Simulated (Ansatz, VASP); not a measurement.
**Os: VASP beside Ansatz**

```
Os
1.0
     2.56838    0.00000    0.00000
     0.00000    2.56838    0.00000
     0.00000    0.00000    2.56838
Os
1
Direct
  0.00000 0.00000 0.00000
```

Alike in both runs: functional RPBE; k mesh 13 × 13 × 13; occupations fermi-dirac, width 0.1 eV; no spin polarisation.

Ansatz relaxed the structure, and its values are those at the end. VASP's run is a single point on that final structure, the one shown.

|  | VASP | Ansatz |
| --- | --- | --- |
| version | VASP 6.6.1 | Ansatz 0.2.0 |
| potentials or method | VASP PAW PBE potentials, release 64 (Os), cutoff 600 eV | plane waves (420 eV) with PAW, scalar-relativistic |
| valence electrons in the cell | 8 | 16 |

Ansatz gave:

* pressure (GPa): 0.0

Task: What did VASP give for the same quantities?

Result: Pressure (GPa): -0.4.

VASP's potentials were made for PBE, not for RPBE. VASP's potentials hold 8 valence electrons a cell and Ansatz's 16, so a difference there can come from the potentials and not from the codes.

Spin-orbit coupling is off throughout.
